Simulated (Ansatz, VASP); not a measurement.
**One calculation of BaS, two programs**

POSCAR

```
BaS
1.0
    3.8207234874      0.0000000000      0.0000000000
    0.0000000000      3.8207234874      0.0000000000
    0.0000000000      0.0000000000      3.8207234874
Ba S
1 1
Direct
    0.0000000000      0.0000000000      0.0000000000
    0.5000000000      0.5000000000      0.5000000000
```

Contents of INCAR.step1:

```
PREC = Accurate ; ENCUT = 520
ISMEAR = 0 ; SIGMA = 0.01
LREAL = F ; LASPH = T
NELM = 100 ; NBANDS = 15
GGA = PE ; ALGO = Normal
EDIFF = 1E-4 ; LWAVE = T
LCHARG = F
```

Contents of INCAR.step2:

```
PREC = Accurate ; ENCUT = 520
EDIFF = 1E-7 ; ISMEAR = 0
SIGMA = 0.01 ; LREAL = F
LASPH = T ; NELM = 100
ALGO = Normal ; ISIF = 2
LWAVE = F ; LCHARG = F
METAGGA = R2SCAN ; LMIXTAU = T
NBANDS = 15 ; ISTART = 1
```

The input KPOINTS:

```
regular mesh
0
Gamma
  6 6 6
```

Input for Ansatz:

```yaml
crystal:
  lattice:
    - [3.8207234874, 0.0, 0.0]
    - [0.0, 3.8207234874, 0.0]
    - [0.0, 0.0, 3.8207234874]
  atoms:
    - { symbol: Ba, position: [0.0, 0.0, 0.0] }
    - { symbol: S, position: [0.5, 0.5, 0.5] }
kpoints:
  mp_grid: { grid: [6, 6, 6] }
  band_path:
    path:
      - [0.0, 0.0, 0.0]
      - [0.0, 0.5, 0.0]
      - [0.5, 0.5, 0.0]
      - [0.5, 0.5, 0.5]
      - [0.0, 0.5, 0.5]
    npoints: 1
hamiltonian:
  xc: r2scan
scf:
  occupations: { method: fixed }
  n_extra_bands: 4
output:
  forces: true
  stress: true
  eigenvalues: true
```

Change from the starting cell: hydrostatic strain -0.3%.

Alike in both runs: task single point; functional r2SCAN; k mesh 6 × 6 × 6; no spin polarisation.

|  | VASP | Ansatz |
| --- | --- | --- |
| version | VASP 6.6.1 | Ansatz 0.2.0 |
| potentials or method | VASP PAW PBE potentials, release 64 (Ba_sv, S) | plane waves, PAW |
| plane-wave cutoff (eV) | 520 | 500 |
| occupations | gaussian, width 0.01 eV | fixed |
| valence electrons in the cell | 16 | 16 |

VASP gave:

```
gap on the k mesh at the Fermi level (eV) : 1.79
pressure (GPa)                            : 1.5
```

Q: Estimate Ansatz's values.

A: gap on the k mesh at the Fermi level (eV): 1.91; pressure (GPa): 0.6.

VASP's potentials were made for PBE, not for r2SCAN.

Spin-orbit coupling is off throughout.
